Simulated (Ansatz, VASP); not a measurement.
Hg in VASP and in Ansatz

The input INCAR:

```
PREC = Accurate
ENCUT = 520
EDIFF = 1E-6
ISMEAR = 0
SIGMA = 0.15
LREAL = False
LASPH = True
NELM = 60
ALGO = Fast
ISIF = 2
LWAVE = False
LCHARG = False
GGA = PS
NBANDS = 12
```

Contents of KPOINTS:

```
regular mesh
0
Gamma
  18 18 18
```

File POSCAR:

```
Hg
1.0
   -2.0696950000      2.0696950000      1.7481902600
    2.0696950000     -2.0696950000      1.7481902600
    2.0696950000      2.0696950000     -1.7481902600
Hg
1
Direct
    0.0000000000      0.0000000000      0.0000000000
```

Input for Ansatz:

```yaml
crystal:
  lattice:
    - [-2.069695, 2.069695, 1.74819026]
    - [2.069695, -2.069695, 1.74819026]
    - [2.069695, 2.069695, -1.74819026]
  atoms:
    - { symbol: Hg, position: [0.0, 0.0, 0.0] }
basis:
  ecutwfc: 420
kpoints:
  mp_grid: { grid: [18, 18, 18] }
hamiltonian:
  xc: pbesol
scf:
  occupations: { method: gaussian, width: 0.15 }
output:
  forces: true
  stress: true
  eigenvalues: true
```

Change from the starting cell: strain +0.000 along x and y, -0.030 along z, atoms carried along.

Alike in both runs: task single point; functional PBEsol; k mesh 18 × 18 × 18; occupations gaussian, width 0.15 eV; no spin polarisation.

```csv
,VASP,Ansatz
version,VASP 6.6.1,Ansatz 0.2.0
potentials or method,"VASP PAW PBE potentials, release 64 (Hg), cutoff 520 eV","scalar-relativistic, plane waves, PAW"
valence electrons in the cell,12,20
```

|  | VASP | Ansatz | Ansatz less VASP |
| --- | --- | --- | --- |
| gap on the k mesh at the Fermi level (eV) | none | none | - |
| pressure (GPa) | -3.1 | -3.2 | -0.10 |
| traceless stress, the component that is largest in VASP (GPa) | 0.28 | 0.27 | -0.009 |

VASP's potentials were made for PBE, not for PBEsol. A gap of «none» marks a metal or a gap that the smearing closes. With one functional, cell and mesh, what is left measures potentials, basis and numerics. VASP's potentials hold 12 valence electrons a cell and Ansatz's 20, so a difference there can come from the potentials and not from the codes.

Spin-orbit coupling is off throughout.
